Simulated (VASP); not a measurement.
A run of VASP 6.6.1 is set up as follows.

INCAR

```
SYSTEM = N
PREC = Accurate
ENCUT = 520
EDIFF = 1E-7
ISMEAR = -1
SIGMA = 0.05
LREAL = Auto
LASPH = .True.
NELM = 80
ALGO = Normal
ISIF = 2
LWAVE = .False.
LCHARG = .False.
GGA = PE
IVDW = 12
NBANDS = 78
```

KPOINTS

```
regular mesh
0
Gamma
  1 1 1
  0 0 0
```

File POSCAR:

```
N
1.0
    8.8620950000      0.0000000000      0.0000000000
    0.0000000000      8.8620950000      0.0000000000
    0.0000000000      0.0000000000      8.8620950000
N
24
Direct
    0.8116590942      0.5143591893      0.3328783995
    0.8745674697      0.6168857364      0.3712553296
    0.6398599880      0.9197035238      0.6378514335
    0.6990672070      0.8618729544      0.7314523259
    0.2748560019      0.1887251265      0.8612636177
    0.3251149982      0.2028752795      0.7476674534
    0.5861932195      0.2310063253      0.0892114111
    0.6971489247      0.2871330086      0.1036775164
    0.0058338350      0.1224202629      0.5581750139
   -0.0417508501      0.1960935874      0.4704869447
    0.2204444886      0.5730247757      0.8444955736
    0.2635494203      0.5900523522      0.7291165351
    0.2257818270      0.4375714772      0.2985298623
    0.1665971759      0.3584028382      0.2217195821
    0.2875166651      0.8441909052      0.3895918516
    0.1957212149      0.9122560749      0.3419620304
    0.5643022333      0.8064571639      0.0458130950
    0.5503326245      0.6888326067      0.0892114111
    0.5674166210      0.2529875836      0.4212547936
    0.5831916719      0.2666299560      0.5446116296
    0.9068623164      0.3796957717      0.7654059226
    0.8122458629      0.4508076251      0.8004089327
    0.0317644981      0.9525738553      0.9739683450
   -0.0883538260      0.9550450542      1.0078091016
```

Potentials or basis: VASP PAW PBE potentials, release 64 (N).

The run is started by

```sh
$ cat potpaw_PBE.64/N/POTCAR > POTCAR
$ mpirun -np 1 vasp_gam > vasp.out
```

Question: Predict the largest force.

Answer: 3.141 eV/Å.

Question: Estimate the band gap on the k mesh.

Answer: 7.30 eV.

Question: What does it give for the dispersion energy per atom?

Answer: -0.040 eV.

Question: Predict the pressure.

Answer: 1.0 GPa.

Forces in eV/Å, atoms in the order of the input:
```
N    0.428  0.787  0.327
N   -0.409 -0.662 -0.257
N   -0.440  0.402 -0.680
N    0.450 -0.448  0.598
N   -0.278 -0.066  0.736
N    0.219  0.028 -0.675
N   -0.471 -0.238 -0.170
N    0.485  0.161 -0.101
N    0.825 -1.361  1.502
N   -0.838  1.243 -1.558
N   -0.608 -0.202  1.656
N    0.623  0.264 -1.649
N    0.304  0.374  0.349
N   -0.250 -0.369 -0.392
N    1.926 -1.410  0.986
N   -1.884  1.376 -1.012
N   -0.138 -0.652  0.293
N    0.081  0.635 -0.240
N   -0.198 -0.090 -0.431
N    0.186  0.126  0.583
N    2.370 -1.705 -0.777
N   -2.402  1.826  0.871
N    1.026 -0.081 -0.296
N   -1.005  0.064  0.337
```

Caveat: the k points lie up to 0.71 Å⁻¹ apart; the standard files for N, O and F lose accuracy on very short bonds.
